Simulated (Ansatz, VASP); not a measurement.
## One calculation of MnSb, two programs

```
Mn Sb
1.0
     0.00000    2.79502    2.79502
     2.79502    0.00000    2.79502
     2.79502    2.79502    0.00000
Mn Sb
1 1
Direct
  0.00000 0.00000 0.00000
  0.50000 0.50000 0.50000
```

Alike in both runs: task single point; functional PBEsol; k mesh 12 × 12 × 12; occupations fermi-dirac, width 0.08 eV; collinear spin.

```csv
,VASP,Ansatz
version,VASP 6.6.1,Ansatz 0.2.0
potentials or method,"VASP PAW PBE potentials, release 64 (Mn_pv, Sb)","PAW with Ansatz's default frozen-core files, scalar-relativistic"
plane-wave cutoff (eV),520,420
valence electrons in the cell,18,30
```

|  | VASP | Ansatz | Ansatz less VASP |
| --- | --- | --- | --- |
| pressure (GPa) | -4.1 | -4.2 | -0.09 |
| net moment per atom (μB) | 1.91 | 1.92 | +0.003 |
| size of the moment on the site where the two differ most (μB) | 3.74 | 3.78 | +0.044 |

VASP's potentials were made for PBE, not for PBEsol. Site moments also hang on the region over which each program counts them. VASP's potentials hold 18 valence electrons a cell and Ansatz's 30, so a difference there can come from the potentials and not from the codes.

Spin-orbit coupling is off throughout.
